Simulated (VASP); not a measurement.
# Ni (Fm-3m) in VASP: a series of runs

The runs below take Ni through single point, with PBEsol.

All numbers are computed with VASP 6.6.1; they aren't measurements. Logs are shortened: lines on timing, memory, paths and dates and some standing lists are left out, and cuts for length are marked.

## (1) The cell of the first run

It takes space group Fm-3m (No. 225, cubic). Conventional cell: a = 3.380 Å, b = 3.380 Å, c = 3.380 Å, α = 90.00°, β = 90.00°, γ = 90.00°. Within 3.2 Å of Ni (site symmetry m-3m) lie 12 Ni at 2.39 Å.

## (2) Single point, PBEsol, collinear spin, ferromagnetic start

File INCAR:

```
ALGO     = Normal         # electronic algorithm
EDIFF    = 1E-6           # SCF threshold, eV
ENCUT    = 520            # plane-wave cutoff, eV
GGA      = PS             # functional
ISIF     = 2              # what is computed and relaxed
ISMEAR   = 0              # smearing method
ISPIN    = 2              # spin polarisation
LASPH    = T              # aspherical terms in the spheres
LCHARG   = T              # write CHGCAR
LELF     = T              # ELF
LMAXMIX  = 4              # l up to which the mixer works
LORBIT   = 11             # projections on sites
LREAL    = F              # projectors in reciprocal space
LVHAR    = T            
LWAVE    = F              # write WAVECAR
MAGMOM   = 0.72           # initial moments
NBANDS   = 15             # bands
NELM     = 150            # most SCF steps
PREC     = Accurate       # precision mode
SIGMA    = 0.1            # smearing width, eV
```

File KPOINTS:

```
k-points
0
Gamma
  20 20 20
```

File POSCAR:

```
Ni
1.0
    0.0000000000      1.6902260733      1.6902260733
    1.6902260733      0.0000000000      1.6902260733
    1.6902260733      1.6902260733      0.0000000000
Ni
1
Direct
    0.0000000000      0.0000000000      0.0000000000
```

Potentials or basis: VASP PAW PBE potentials, release 64 (Ni).

Run with:

```console
$ cat potpaw_PBE.64/Ni/POTCAR > POTCAR
$ mpirun -np 1 vasp_std > vasp.out
```

OUTCAR:

```text
EDIFF = 1E-6
   ENCUT = 520
   GGA = PS
   ISIF = 2
   ISMEAR = 0
   ISPIN = 2
   LASPH = T
   LORBIT = 11
   LREAL = F
   NELM = 150
   PREC = Accurate

 ion  position               nearest neighbor table
   1  0.000  0.000  0.000-

  LATTYP: Found a face centered cubic cell.
 ALAT       =     3.3804521466

  Lattice vectors:

 A1 = (   0.0000000000,   1.6902260733,   1.6902260733)
 A2 = (   1.6902260733,   0.0000000000,   1.6902260733)
 A3 = (   1.6902260733,   1.6902260733,   0.0000000000)

Analysis of symmetry for initial positions (statically):
=====================================================================
 Subroutine PRICEL returns:
 Original cell was already a primitive cell.

 Routine SETGRP: Setting up the symmetry group for a
 face centered cubic supercell.

 Subroutine GETGRP returns: Found 48 space group operations
 (whereof 48 operations were pure point group operations)
 out of a pool of 48 trial point group operations.

The static configuration has the point symmetry O_h .

Analysis of symmetry for dynamics (positions and initial velocities):
=====================================================================
 Subroutine PRICEL returns:
 Original cell was already a primitive cell.

 Routine SETGRP: Setting up the symmetry group for a
 face centered cubic supercell.

 Subroutine GETGRP returns: Found 48 space group operations
 (whereof 48 operations were pure point group operations)
 out of a pool of 48 trial point group operations.

The dynamic configuration has the point symmetry O_h .

Analysis of structural, dynamic, and magnetic symmetry:
=====================================================================
 Subroutine PRICEL returns:
 Original cell was already a primitive cell.

 Routine SETGRP: Setting up the symmetry group for a
 face centered cubic supercell.

 Subroutine GETGRP returns: Found 48 space group operations
 (whereof 48 operations were pure point group operations)
 out of a pool of 48 trial point group operations.

The overall configuration has the point symmetry O_h .

 Subroutine INISYM returns: Found 48 space group operations
 (whereof 48 operations are pure point group operations),
 and found     1 'primitive' translations

----------------------------------------------------------------------------------------

                                     Primitive cell

  volume of cell :       9.6575

  direct lattice vectors                    reciprocal lattice vectors
     0.000000000  1.690226073  1.690226073    -0.295818416  0.295818416  0.295818416
     1.690226073  0.000000000  1.690226073     0.295818416 -0.295818416  0.295818416
     1.690226073  1.690226073  0.000000000     0.295818416  0.295818416 -0.295818416

  length of vectors
     2.390340636  2.390340636  2.390340636     0.512372527  0.512372527  0.512372527

  position of ions in fractional coordinates (direct lattice)
     0.000000000  0.000000000  0.000000000

  ion indices of the primitive-cell ions
   primitive index   ion index
                 1           1

----------------------------------------------------------------------------------------

 KPOINTS: k-points

Automatic generation of k-mesh.
 Grid dimensions read from file:
 generate k-points for:   20   20   20

 Generating k-lattice:

  Cartesian coordinates                     Fractional coordinates (reciprocal lattice)
    -0.014790921  0.014790921  0.014790921     0.050000000  0.000000000  0.000000000
     0.014790921 -0.014790921  0.014790921     0.000000000  0.050000000  0.000000000
     0.014790921  0.014790921 -0.014790921     0.000000000  0.000000000  0.050000000

  Length of vectors
     0.025618626  0.025618626  0.025618626

  Shift w.r.t. Gamma in fractional coordinates (k-lattice)
     0.000000000  0.000000000  0.000000000

 Subroutine IBZKPT returns following result:
 ===========================================

 Found    256 irreducible k-points:

 Following reciprocal coordinates:
            Coordinates               Weight
  0.000000  0.000000  0.000000      1.000000
  0.050000  0.000000  0.000000      8.000000
  0.100000  0.000000  0.000000      8.000000
  0.150000  0.000000  0.000000      8.000000
  0.200000  0.000000  0.000000      8.000000
  0.250000  0.000000  0.000000      8.000000
[... 16 lines left out ...]
 -0.400000  0.050000  0.000000     24.000000
 -0.350000  0.050000  0.000000     24.000000
 [... further k-points ...]
   k-points           NKPTS =    256   k-points in BZ     NKDIM =    256   number of bands    NBANDS=     15
   number of dos      NEDOS =    301   number of ions     NIONS =      1
   total plane-waves  NPLWV =   5832
   dimension x,y,z NGX =    18 NGY =   18 NGZ =   18
   dimension x,y,z NGXF=    36 NGYF=   36 NGZF=   36
   ions per type =               1
   NGX,Y,Z   is equivalent  to a cutoff of  12.52, 12.52, 12.52 a.u.
   NGXF,Y,Z  is equivalent  to a cutoff of  25.04, 25.04, 25.04 a.u.
 SYSTEM =  unknown system
   PREC   = accura    normal or accurate (medium, high low for compatibility)
   ISTART =      0    job   : 0-new  1-cont  2-samecut
   ICHARG =      2    charge: 1-file 2-atom 10-const
   ISPIN  =      2    spin polarized calculation?
   LNONCOLLINEAR =      F non collinear calculations
   LSORBIT =      F    spin-orbit coupling
   LASPH  =      T    aspherical Exc in radial PAW
   ENCUT  =  520.0 eV  38.22 Ry    6.18 a.u.   4.44  4.44  4.44*2*pi/ulx,y,z
   NELM   =    150;   NELMIN=  2; NELMDL= -5     # of ELM steps
   EDIFF  = 0.1E-05   stopping-criterion for ELM
   LREAL  =      F    real-space projection
   EDIFFG = 0.1E-04   stopping-criterion for IOM
   NSW    =      0    number of steps for IOM
   IBRION =     -1    ionic relax: 0-MD 1-quasi-New 2-CG
   NFREE  =      0    steps in history (QN), initial steepest desc. (CG)
   ISIF   =      2    stress and relaxation
   ISYM   =      2    0-nonsym 1-usesym 2-fastsym
   POTIM  = 0.5000    time-step for ionic-motion
   TEBEG  =    0.0;   TEEND  =   0.0 temperature during run
   PSTRESS=    0.0 pullay stress
   NELECT =      10.0000    total number of electrons
   NUPDOWN=      -1.0000    fix difference up-down
   EMIN   =  10.00;   EMAX   =-10.00  energy-range for DOS
   EFERMI =   0.00;   METHOD = LEGACY
   ISMEAR =     0;   SIGMA  =   0.10  broadening in eV -4-tet -1-fermi 0-gaus
   EFERMI_NEDOS =   21; number of points for ismear=-14 and -15
   IALGO  =     38    algorithm
   IMIX   =      4    mixing-type and parameters
     AMIX     =   0.40;   BMIX     =  1.00
     AMIX_MAG =   1.60;   BMIX_MAG =  1.00
  volume/ion in A,a.u.               =       9.66        65.17
  Fermi-wavevector in a.u.,A,eV,Ry     =   1.656228  3.129816 37.322006  2.743090
  Thomas-Fermi vector in A             =   2.744188
   LORBIT       =     11    0 simple, 1 ext, 2 COOP (PROOUT), +10 PAW based schemes
   GGA     = PS    functional components
   LHFCALC =     F    Hartree Fock is set to
   AEXX    =    0.0000 exact exchange contribution
   IVDW    =     0    specifies the selected vdW correction
   LEPSILON=     F    determine dielectric tensor
   LRPA    =     F    only Hartree local field effects (RPA)
 spin polarized calculation
 Gauss-broadening in eV      SIGMA  =   0.10
  energy-cutoff  :      520.00
  volume of cell :        9.66
 maximum number of plane-waves:       274
 NGX is ok and might be reduce to    18
   NGX =  9   NGY =  9   NGZ =  9

 number of electron      10.0000000 magnetization       0.6118576

 Free energy of the ion-electron system (eV)
  ---------------------------------------------------
  ext. energy  EPLUGINS =         0.00000000
  ---------------------------------------------------
  free energy    TOTEN  =        -6.09866045 eV

  energy without entropy =       -6.09093791  energy(sigma->0) =       -6.09479918

 E-fermi :  10.9822     XC(G=0): -14.1587

 val. band max:       10.9798240189   @ k =   0.4500   0.1500   0.0500
 cond. band min:      10.9855963099   @ k =   0.3500   0.2500   0.0500
 fundamental gap:      0.0057722910
 Fermi energy:        10.9822119984

 spin component 1

 k-point     1 :       0.0000    0.0000    0.0000
  band No.  band energies     occupation
      1       1.0563      1.00000
      2       8.2298      1.00000
      3       8.2298      1.00000
      4       8.2298      1.00000
      5       9.6131      1.00000
      6       9.6131      1.00000
      7      35.6789      0.00000
      8      40.4685      0.00000
      9      40.4685      0.00000
     10      40.4685      0.00000
     11      43.8723      0.00000
     12      43.8723      0.00000
     13      43.8723      0.00000
     14      46.5409      0.00000
     15      54.2886      0.00000
[... 397 lines left out ...]
 k-point    24 :      -0.3500    0.0500    0.0000
  band No.  band energies     occupation
      1       5.1077      1.00000
      2       8.3092      1.00000
      3       8.3746      1.00000
      4       8.4728      1.00000
      5      10.0294      1.00000
      6      10.4352      1.00000
      7      21.0998      0.00000
      8      33.9138      0.00000
      9      36.7453      0.00000
     10      39.1261      0.00000
     11      40.8839      0.00000
     12      42.8640      0.00000
     13      47.6406      0.00000
     14      54.8312      0.00000
     15      55.1994      0.00000

 [... further k-points ...]

 spin component 2

 k-point     1 :       0.0000    0.0000    0.0000
  band No.  band energies     occupation
      1       1.0557      1.00000
      2       8.9344      1.00000
      3       8.9344      1.00000
      4       8.9344      1.00000
      5      10.2138      1.00000
      6      10.2138      1.00000
      7      35.5864      0.00000
      8      40.4664      0.00000
      9      40.4664      0.00000
     10      40.4664      0.00000
     11      44.0064      0.00000
     12      44.0064      0.00000
     13      44.0064      0.00000
     14      46.4661      0.00000
     15      54.5177      0.00000
[... 397 lines left out ...]
 k-point    24 :      -0.3500    0.0500    0.0000
  band No.  band energies     occupation
      1       5.3416      1.00000
      2       8.8061      1.00000
      3       8.9357      1.00000
      4       8.9907      1.00000
      5      10.7378      0.99973
      6      11.1133      0.03191
      7      21.3708      0.00000
      8      33.8981      0.00000
      9      36.8030      0.00000
     10      39.2421      0.00000
     11      40.9576      0.00000
     12      42.9218      0.00000
     13      47.7490      0.00000
     14      54.9366      0.00000
     15      56.0982      0.00000

 [... further k-points ...]
[... 5 lines left out ...]
  --------------------------------------------------------------------------------------
  -------------------------------------------------------------------------------------
  Total        1.1811918      1.1811918      1.1811918      0.0000000      0.0000000     -0.0000000
  in kB      195.9596358    195.9596358    195.9596358      0.0000000      0.0000000     -0.0000000
  external PRESSURE =     195.9596358 kB  Pullay stress =       0.0000000 kB

 VOLUME and BASIS-vectors are now :
 -----------------------------------------------------------------------------
  energy-cutoff  :      520.00
  volume of cell :        9.66
      direct lattice vectors                 reciprocal lattice vectors
     0.000000000  1.690226073  1.690226073    -0.295818416  0.295818416  0.295818416
     1.690226073  0.000000000  1.690226073     0.295818416 -0.295818416  0.295818416
     1.690226073  1.690226073  0.000000000     0.295818416  0.295818416 -0.295818416

 POSITION                                       TOTAL-FORCE (eV/Angst)
 -----------------------------------------------------------------------------------
      0.00000      0.00000      0.00000         0.000000     -0.000000      0.000000
 -----------------------------------------------------------------------------------
    total drift:                                0.000000     -0.000000     -0.000000

  FREE ENERGIE OF THE ION-ELECTRON SYSTEM (eV)
  ---------------------------------------------------
  free  energy   TOTEN  =        -6.0986604472 eV

  energy  without entropy=       -6.0909379108  energy(sigma->0) =       -6.09479918

 total charge

# of ion       s       p       d       tot
------------------------------------------
    1        0.556   0.620   8.378   9.555

 magnetization (x)

# of ion       s       p       d       tot
------------------------------------------
    1       -0.006  -0.025   0.642   0.611
```

Wall time 42 s (1 thread of Intel Xeon 6975P-C (Granite Rapids), shared host); peak memory 0.16 GiB.

What came out:

```yaml
Free_energy: -6.0987 eV
Pressure: 19.6 GPa
Net_moment: 0.61 μB per cell
Site_moments: Ni +0.61 μB
Valence_electrons_inside_the_program's_atomic_spheres: Ni 9.55
```

Levels at points of the mesh, in eV from the Fermi level:
Spin up:
```
           k point  band 1  band 2  band 3  band 4  band 5  band 6  band 7  band 8  band 9  band 10
(0.00, 0.00, 0.00)   -9.93   -2.75   -2.75   -2.75   -1.37   -1.37   24.70   29.49   29.49    29.49
(0.50, 0.00, 0.00)   -5.56   -2.76   -2.76   -0.57   -0.56   -0.56    6.55   23.13   26.75    26.75
(0.50, 0.50, 0.00)   -5.44   -4.88   -0.52   -0.38   -0.38    2.47   10.31   15.91   15.91    21.26
```
Spin down:
```tsv
k point	band 1	band 2	band 3	band 4	band 5	band 6	band 7	band 8	band 9	band 10
(0.00, 0.00, 0.00)	-9.93	-2.05	-2.05	-2.05	-0.77	-0.77	24.60	29.48	29.48	29.48
(0.50, 0.00, 0.00)	-5.14	-2.15	-2.15	-0.59	0.18	0.18	6.97	23.04	26.85	26.85
(0.50, 0.50, 0.00)	-5.09	-4.31	0.11	0.43	0.43	2.47	10.58	15.95	15.95	21.48
```

Caveat: the PAW data sets were made with another functional, which shifts forces and pressure a little.

## (3) Single point, PBEsol, collinear spin, ferromagnetic start

This run uses another cell than the first one, of 9.98 Å³/atom, 1.034 times its volume.

File INCAR:

```
SYSTEM = Ni
PREC = Accurate
ENCUT = 520
EDIFF = 1E-7
ISMEAR = 0
SIGMA = 0.1
LREAL = .FALSE.
LASPH = .TRUE.
NELM = 150
ALGO = Normal
ISIF = 2
LWAVE = .FALSE.
LCHARG = .FALSE.
ISPIN = 2
MAGMOM = 0.73
LORBIT = 11
LMAXMIX = 4
GGA = PS
NBANDS = 15
```

File KPOINTS:

```
regular mesh
0
G
  20 20 20
  0 0 0
```

File POSCAR:

```
Ni
1.0
    0.0000000000      1.7090612412      1.7090612412
    1.7090612412      0.0000000000      1.7090612412
    1.7090612412      1.7090612412      0.0000000000
Ni
1
Direct
    0.0000000000      0.0000000000      0.0000000000
```

Potentials or basis: VASP PAW PBE potentials, release 64 (Ni).

Run with:

```console
$ cat potpaw_PBE.64/Ni/POTCAR > POTCAR
$ mpirun -np 1 vasp_std > vasp.out
```

It took 48 s on 1 thread of Intel Xeon 6975P-C (Granite Rapids), shared host; peak memory 0.17 GiB.

Results (log left out):

```
Free energy                                           : -6.1283 eV
Pressure                                              : 9.8 GPa
Net moment                                            : 0.62 μB per cell
Site moments                                          : Ni +0.62 μB
Valence electrons inside the program's atomic spheres : Ni 9.48
```

Levels at points of the mesh, in eV from the Fermi level:
Spin up:
```
           k point  band 1  band 2  band 3  band 4  band 5  band 6  band 7  band 8  band 9  band 10
(0.00, 0.00, 0.00)   -9.68   -2.66   -2.66   -2.66   -1.34   -1.34   24.42   28.94   28.94    28.94
(0.50, 0.00, 0.00)   -5.35   -2.66   -2.66   -0.57   -0.57   -0.51    6.28   22.87   26.14    26.14
(0.50, 0.50, 0.00)   -5.21   -4.68   -0.52   -0.41   -0.41    2.45    9.99   15.58   15.58    20.81
```
Spin down:
| k point | band 2 | band 3 | band 4 | band 5 | band 6 | band 7 | band 8 | band 9 |
| --- | --- | --- | --- | --- | --- | --- | --- | --- |
| (0.00, 0.00, 0.00) | -1.95 | -1.95 | -1.95 | -0.73 | -0.73 | 24.32 | 28.94 | 28.94 |
| (0.50, 0.00, 0.00) | -2.05 | -2.05 | -0.53 | 0.17 | 0.17 | 6.71 | 22.78 | 26.24 |
| (0.50, 0.50, 0.00) | -4.10 | 0.11 | 0.41 | 0.41 | 2.44 | 10.26 | 15.62 | 15.62 |

Caveat: the PAW data sets were made with another functional, which shifts forces and pressure a little.
